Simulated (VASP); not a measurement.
Write the native input for VASP 6.6.1 that does the following.

| Property | Result |
| --- | --- |
| Task | single point |
| Functional | r2SCAN |
| Potentials or basis | VASP PAW PBE potentials, release 64 (Al, N) |
| Cutoff | 660 eV |
| k mesh | 10 × 10 × 10 |
| Occupations | gaussian, width 0.02 eV |
| Spin | no spin polarisation |
| Dipole correction | no |
| Further INCAR settings | ALGO = Normal; EDIFF = 1e-06; NBANDS = 11 |

AlN:

```
CELL_PARAMETERS angstrom
0.00000 2.01887 2.01887
2.01887 0.00000 2.01887
2.01887 2.01887 0.00000
ATOMIC_POSITIONS crystal
Al 0.50000 0.50000 0.50000
N 0.00000 0.00000 0.00000
```

These files were run (other wordings do the same):

POSCAR

```
AlN
1.0
    0.0000000000      2.0188685253      2.0188685253
    2.0188685253      0.0000000000      2.0188685253
    2.0188685253      2.0188685253      0.0000000000
Al N
1 1
Direct
    0.5000000000      0.5000000000      0.5000000000
    0.0000000000      0.0000000000      0.0000000000
```

INCAR.step1

```
PREC = Accurate ; ENCUT = 660
ISMEAR = 0 ; SIGMA = 0.02
LREAL = False ; LASPH = True
NELM = 120 ; NBANDS = 11
GGA = PE ; ALGO = Normal
EDIFF = 1E-5 ; LWAVE = True
LCHARG = False ; GGA_COMPAT = False
```

INCAR.step2

```
PREC = Accurate ; ENCUT = 660
EDIFF = 1E-6 ; ISMEAR = 0
SIGMA = 0.02 ; LREAL = False
LASPH = True ; NELM = 120
ALGO = Normal ; ISIF = 2
LWAVE = False ; LCHARG = False
METAGGA = R2SCAN ; LMIXTAU = True
NBANDS = 11 ; ISTART = 1
GGA_COMPAT = False
```

KPOINTS

```
regular mesh
0
Gamma
  10 10 10
```

Potentials or basis: VASP PAW PBE potentials, release 64 (Al, N).

Launch:

```sh
$ cat potpaw_PBE.64/Al/POTCAR potpaw_PBE.64/N/POTCAR > POTCAR
$ cp INCAR.step1 INCAR
$ mpirun -np 1 vasp_std > vasp.out
$ cp INCAR.step2 INCAR
$ mpirun -np 1 vasp_std > vasp.out
```

It gave:

| Quantity | Value |
| --- | --- |
| Pressure | -0.7 GPa |
| Band gap on the k mesh | 5.53 eV (least direct gap 6.58 eV) |

Caveat: the PAW data sets were made with another functional, which shifts forces and pressure a little.

Wall time 13 s on 1 thread of Intel(R) Xeon(R) 6975P-C (Granite Rapids), on a shared host, peak memory 0.14 GiB.
